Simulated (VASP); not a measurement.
# CoSn (P6/mmm) in VASP: notebook, part 2 of 2

VASP 6.6.1. Earlier steps stand in the parts before.

## Step 3: Single point, PBEsol (volume scaled by 1.03, then relaxed in part)

Input file INCAR:

```
PREC = Accurate
ENCUT = 520
EDIFF = 1E-7
ISMEAR = 0
SIGMA = 0.1
LREAL = False
LASPH = True
NELM = 100
ALGO = Fast
ISIF = 2
LWAVE = False
LCHARG = False
GGA = PS
NBANDS = 44
```

Input file KPOINTS:

```
Automatic mesh
0
Gamma
  12 12 8
```

Input file POSCAR:

```
CoSn
1.0
    5.2713995356      0.0000000000      0.0000000000
   -2.6356997678      4.5651659114      0.0000000000
    0.0000000000      0.0000000000      4.2097465701
Co Sn
3 3
Direct
    0.0000000000      0.5000000000      0.0000000000
    0.5000000000      0.5000000000      0.0000000000
    0.5000000000      0.0000000000      0.0000000000
    0.6666666667      0.3333333333      0.5000000000
    0.3333333333      0.6666666667      0.5000000000
    0.0000000000      0.0000000000      0.0000000000
```

Potentials or basis: VASP PAW PBE potentials, release 64 (Co, Sn_d).

The run is started by

```
$ cat potpaw_PBE.64/Co/POTCAR potpaw_PBE.64/Sn_d/POTCAR > POTCAR
$ mpirun -np 1 vasp_std > vasp.out
```

OUTCAR:

```text
PREC = Accurate
   ENCUT = 520
   EDIFF = 1E-7
   ISMEAR = 0
   LREAL = False
   LASPH = True
   NELM = 100
   ISIF = 2
   GGA = PS

 ion  position               nearest neighbor table
   1  0.000  0.500  0.000-   4 2.60   5 2.60   4 2.60   5 2.60   2 2.64   2 2.64   6 2.64   6 2.64
                             3 2.64   3 2.64
   2  0.500  0.500  0.000-   4 2.60   5 2.60   4 2.60   5 2.60   1 2.64   1 2.64   6 2.64   3 2.64
                             3 2.64   6 2.64
   3  0.500  0.000  0.000-   4 2.60   5 2.60   4 2.60   5 2.60   6 2.64   6 2.64   1 2.64   2 2.64
                             2 2.64   1 2.64
   4  0.667  0.333  0.500-   1 2.60   1 2.60   3 2.60   3 2.60   2 2.60   2 2.60   5 3.04   5 3.04
[... 1343 lines left out ...]
  Total       -2.5458647     -2.5458647     -2.6056986     -0.0000000     -0.0000000     -0.0000000
  in kB      -40.2631222    -40.2631222    -41.2094019     -0.0000000     -0.0000000     -0.0000000
  external PRESSURE =     -40.5785488 kB  Pullay stress =       0.0000000 kB

 VOLUME and BASIS-vectors are now :
 -----------------------------------------------------------------------------
  energy-cutoff  :      520.00
  volume of cell :      101.31
      direct lattice vectors                 reciprocal lattice vectors
     5.271399536  0.000000000  0.000000000     0.189702942  0.109525045  0.000000000
    -2.635699768  4.565165911  0.000000000     0.000000000  0.219050089  0.000000000
     0.000000000  0.000000000  4.209746570     0.000000000  0.000000000  0.237543991

 POSITION                                       TOTAL-FORCE (eV/Angst)
 -----------------------------------------------------------------------------------
     -1.31785      2.28258      0.00000         0.000000      0.000000      0.000000
      1.31785      2.28258      0.00000         0.000000      0.000000      0.000000
      2.63570      0.00000      0.00000         0.000000      0.000000      0.000000
      2.63570      1.52172      2.10487        -0.000000      0.000000      0.000000
     -0.00000      3.04344      2.10487         0.000000     -0.000000      0.000000
      0.00000      0.00000      0.00000         0.000000      0.000000      0.000000
 -----------------------------------------------------------------------------------
    total drift:                               -0.000000      0.000000     -0.000000

  FREE ENERGIE OF THE ION-ELECTRON SYSTEM (eV)
  ---------------------------------------------------
  free  energy   TOTEN  =       -36.9429962383 eV

  energy  without entropy=      -36.9302159755  energy(sigma->0) =      -36.93660611
```

OSZICAR:

```text
N       E                     dE             d eps       ncg     rms          rms(c)
DAV:   1     0.690125386150E+03    0.69013E+03   -0.31217E+04  8492   0.248E+03
DAV:   2     0.690159844251E+02   -0.62111E+03   -0.60207E+03  8360   0.604E+02
DAV:   3    -0.345022965369E+02   -0.10352E+03   -0.10051E+03  8540   0.224E+02
DAV:   4    -0.399112912905E+02   -0.54090E+01   -0.53655E+01  9564   0.574E+01
DAV:   5    -0.400762557712E+02   -0.16496E+00   -0.16489E+00 11244   0.915E+00    0.159E+01
RMM:   6    -0.424143333090E+02   -0.23381E+01   -0.37438E+01  9030   0.412E+01    0.180E+01
RMM:   7    -0.372588289687E+02    0.51555E+01   -0.11381E+01  8983   0.251E+01    0.444E+00
RMM:   8    -0.369418840075E+02    0.31694E+00   -0.87774E-01  9584   0.495E+00    0.921E-01
RMM:   9    -0.369413880438E+02    0.49596E-03   -0.16203E-01 11849   0.226E+00    0.280E-01
RMM:  10    -0.369426460181E+02   -0.12580E-02   -0.31867E-02 13169   0.947E-01    0.177E-01
RMM:  11    -0.369428839716E+02   -0.23795E-03   -0.54686E-03 13950   0.435E-01    0.113E-01
RMM:  12    -0.369429613044E+02   -0.77333E-04   -0.12879E-03 14671   0.179E-01    0.288E-02
RMM:  13    -0.369429901291E+02   -0.28825E-04   -0.28970E-04 15052   0.776E-02    0.158E-02
RMM:  14    -0.369429941820E+02   -0.40529E-05   -0.54585E-05 14430   0.362E-02    0.859E-03
RMM:  15    -0.369429958396E+02   -0.16575E-05   -0.18078E-05 14422   0.187E-02    0.262E-03
RMM:  16    -0.369429962820E+02   -0.44249E-06   -0.46425E-06 11585   0.104E-02    0.278E-03
RMM:  17    -0.369429963166E+02   -0.34552E-07   -0.17293E-06  9834   0.565E-03    0.109E-03
RMM:  18    -0.369429962383E+02    0.78308E-07   -0.48451E-07  6361   0.376E-03
   1 F= -.36942996E+02 E0= -.36936606E+02  d E =-.127803E-01
```

Run time: 7.2 min. Hardware: 1 thread of Intel Xeon Platinum 8488C (Sapphire Rapids), shared host; peak memory 0.45 GiB.

What came out:

```yaml
Free_energy: -36.9430 eV
Pressure: -4.1 GPa
```

Caveat: the PAW data sets were made with another functional, which shifts forces and pressure a little; spin-orbit coupling is left out, which moves the levels of the heavy elements.

## Step 4: Single point, PBEsol (volume scaled by 1.10, then relaxed in part)

Input file INCAR:

```
SYSTEM = CoSn
PREC = Accurate
ENCUT = 520
EDIFF = 1E-7
ISMEAR = 0
SIGMA = 0.1
LREAL = .FALSE.
LASPH = .TRUE.
NELM = 60
ALGO = Fast
ISIF = 2
LWAVE = .FALSE.
LCHARG = .FALSE.
GGA = PS
NBANDS = 44
```

Input file KPOINTS:

```
regular mesh
0
G
  12 12 8
  0 0 0
```

POSCAR, as its differences from that of step 3:

```diff
@@ -2,5 +2,5 @@
 1.0
-    5.2713995356      0.0000000000      0.0000000000
-   -2.6356997678      4.5651659114      0.0000000000
-    0.0000000000      0.0000000000      4.2097465701
+    5.3882088454      0.0000000000      0.0000000000
+   -2.6941044227      4.6663257410      0.0000000000
+    0.0000000000      0.0000000000      4.3030306400
 Co Sn
```

The run is started by

```
$ cat potpaw_PBE.64/Co/POTCAR potpaw_PBE.64/Sn_d/POTCAR > POTCAR
$ mpirun -np 1 vasp_std > vasp.out
```

Wall time 9.7 min (1 thread of Intel Xeon Platinum 8375C at 2.90GHz (Ice Lake), shared host); peak memory 0.48 GiB.

It converged, with:

```yaml
Free_energy: -36.6099 eV
Pressure: -11.1 GPa
```

Stress tensor (GPa, compression positive):
```
-11.02   0.00   0.00
  0.00 -11.02   0.00
  0.00   0.00 -11.12
```

Levels at points of the mesh, in eV from the Fermi level:
```csv
k point,band 31,band 32,band 33,band 34,band 35,band 36,band 37,band 38
"(0.00, 0.00, 0.00)",-0.39,-0.38,-0.36,-0.36,0.45,0.48,1.25,1.25
"(0.50, 0.00, 0.00)",-0.58,-0.37,-0.37,0.66,0.96,1.46,1.71,2.16
"(0.00, 0.00, 0.50)",-0.87,-0.44,-0.44,-0.43,-0.35,-0.35,-0.11,0.45
"(0.50, 0.00, 0.50)",-0.88,-0.63,-0.43,-0.37,-0.36,-0.14,0.42,1.14
```

Caveat: the PAW data sets were made with another functional, which shifts forces and pressure a little; spin-orbit coupling is left out, which moves the levels of the heavy elements. Spin polarisation is off, so any magnetic state and its effect on volume and gap are missing.

## Step 5: Summary

```tsv
cell	gap on the mesh (eV)	pressure (GPa)
a = 5.220, b = 5.220, c = 4.168 Å, angles 90.0, 90.0, 120.0°, 6 atoms	none	-0.1
a = 5.271, b = 5.271, c = 4.210 Å, angles 90.0, 90.0, 120.0°, 6 atoms	none	-4.1
a = 5.388, b = 5.388, c = 4.303 Å, angles 90.0, 90.0, 120.0°, 6 atoms	none	-11.1
```

Alike in all rows: task single point; level PBEsol; potentials or basis VASP PAW PBE potentials, release 64 (Co, Sn_d); no spin polarisation; k mesh 12 × 12 × 8; cutoff (eV) 520; smearing gaussian 0.1 eV.

Caveats: the PAW data sets were made with another functional, which shifts forces and pressure a little; spin-orbit coupling is left out, which moves the levels of the heavy elements.

Total energies depend on the potentials used, so only differences within one code and one set of settings carry meaning.
